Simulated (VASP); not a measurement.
A run of VASP 6.6.1 is set up as follows.

POSCAR

```
N
1.0
    3.8093295917      0.0000000000      0.0000000000
   -1.9046647959      3.2989761978      0.0000000000
    0.0000000000      0.0000000000      7.4655911978
N
4
Direct
    0.3333333333      0.6666666667      0.3238121618
    0.3333333333      0.6666666667      0.1761878382
    0.6666666667      0.3333333333      0.8238121618
    0.6666666667      0.3333333333      0.6761878382
```

Contents of INCAR.step1:

```
  PREC = Accurate
  ENCUT = 660
  ISMEAR = 0
  SIGMA = 0.02
  LREAL = F
  LASPH = T
  NELM = 120
  GGA = PE
  ALGO = Normal
  EDIFF = 1E-5
  LWAVE = T
  LCHARG = F
  GGA_COMPAT = F
  IBRION = 2
  ISIF = 3
  EDIFFG = -0.005
  NELMIN = 4
  NSW = 100
```

File INCAR.step2:

```
  PREC = Accurate
  ENCUT = 660
  EDIFF = 1E-7
  ISMEAR = 0
  SIGMA = 0.02
  LREAL = F
  LASPH = T
  NELM = 120
  ALGO = Normal
  ISIF = 3
  LWAVE = F
  LCHARG = F
  METAGGA = R2SCAN
  LMIXTAU = T
  IVDW = 12
  VDW_S6 = 1.0
  VDW_S8 = 0.78981345
  VDW_A1 = 0.49484001
  VDW_A2 = 5.73083694
  IBRION = 2
  NSW = 70
  EDIFFG = -0.02
  ISTART = 1
  GGA_COMPAT = F
  NELMIN = 4
```

The input KPOINTS:

```
regular mesh
0
Gamma
  6 6 4
```

Potentials or basis: VASP PAW PBE potentials, release 64 (N).

Launch:

```console
$ cat potpaw_PBE.64/N/POTCAR > POTCAR
$ cp INCAR.step1 INCAR
$ mpirun -np 1 vasp_std > vasp.out
$ cp INCAR.step2 INCAR
$ mpirun -np 1 vasp_std > vasp.out
```

Predict the relaxed volume.

22.02 Å³/atom.

Estimate the relaxed cell.

a = 3.709 Å, b = 3.709 Å, c = 7.393 Å, α = 90.00°, β = 90.00°, γ = 120.00°.

Final structure:
```
N
1.0
     3.70875    0.00000    0.00000
    -1.85438    3.21187    0.00000
     0.00000    0.00000    7.39261
N
4
Direct
  0.33333 0.66667 0.32481
  0.33333 0.66667 0.17519
  0.66667 0.33333 0.82481
  0.66667 0.33333 0.67519
```

Caveat: the standard files for N, O and F lose accuracy on very short bonds; the PAW data sets were made with another functional, which shifts forces and pressure a little.
